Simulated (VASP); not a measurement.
A run of VASP 6.6.1 is set up as follows.

POSCAR

```
ZnS
1.0
    3.8069588183      0.0000000000      0.0000000000
   -1.9034794091      3.2969230478      0.0000000000
    0.0000000000      0.0000000000      6.2466339621
Zn S
2 2
Direct
    0.3333333333      0.6666666667     -0.0090730657
    0.6666666667      0.3333333333      0.4909269343
    0.3333333333      0.6666666667      0.3840730657
    0.6666666667      0.3333333333      0.8840730657
```

The input INCAR.step1:

```
ALGO = Normal ; EDIFF = 1E-4
ENCUT = 520 ; GGA = PE
ISMEAR = 0 ; LASPH = T
LCHARG = F ; LREAL = F
LWAVE = T ; NBANDS = 26
NELM = 100 ; PREC = Accurate
SIGMA = 0.01
```

File INCAR.step2:

```
ALGO = Normal ; EDIFF = 1E-7
ENCUT = 520 ; ISIF = 2
ISMEAR = 0 ; ISTART = 1
LASPH = T ; LCHARG = F
LMIXTAU = T ; LREAL = F
LWAVE = F ; METAGGA = R2SCAN
NBANDS = 26 ; NELM = 100
PREC = Accurate ; SIGMA = 0.01
```

KPOINTS

```
k-points
0
Gamma
  9 9 4
```

Potentials or basis: VASP PAW PBE potentials, release 64 (Zn, S).

The run is started by

```console
$ cat potpaw_PBE.64/Zn/POTCAR potpaw_PBE.64/S/POTCAR > POTCAR
$ cp INCAR.step1 INCAR
$ mpirun -np 1 vasp_std > vasp.out
$ cp INCAR.step2 INCAR
$ mpirun -np 1 vasp_std > vasp.out
```

Problem. Predict the largest force.

Solution. 0.515 eV/Å.

Problem. Predict the pressure.

Solution. 0.5 GPa.

Stress tensor (GPa, compression positive):
```
 1.75  0.00  0.00
 0.00  1.75  0.00
 0.00  0.00 -1.99
```

Caveat: the cell differs from its parent crystal (atoms displaced along a vibrational mode); the PAW data sets were made with another functional, which shifts forces and pressure a little.
